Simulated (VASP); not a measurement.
Input of a VASP 6.6.1 run:

Contents of INCAR:

```
PREC = Accurate
ENCUT = 520
EDIFF = 1E-6
ISMEAR = -4
SIGMA = 0.05
LREAL = F
LASPH = T
NELM = 150
ALGO = Normal
ISIF = 2
LWAVE = F
LCHARG = F
ISPIN = 2
MAGMOM = 0.5
LORBIT = 11
GGA = RP
IVDW = 12
NBANDS = 16
```

KPOINTS

```
regular mesh
0
Gamma
  9 9 9
```

The input POSCAR:

```
Tl
1.0
    0.0000000000      2.3987359249      2.3987359249
    2.3987359249      0.0000000000      2.3987359249
    2.3987359249      2.3987359249      0.0000000000
Tl
1
Direct
    0.0000000000      0.0000000000      0.0000000000
```

Potentials or basis: VASP PAW PBE potentials, release 64 (Tl_d).

The run is started by

```bash
$ cat potpaw_PBE.64/Tl_d/POTCAR > POTCAR
$ mpirun -np 1 vasp_std > vasp.out
```

Task: Estimate the pressure.

Result: -12.6 GPa.

Task: Predict the net moment.

Result: 0.00 μB per cell.

Caveat: the cell stands under tension; the PAW data sets were made with another functional, which shifts forces and pressure a little.
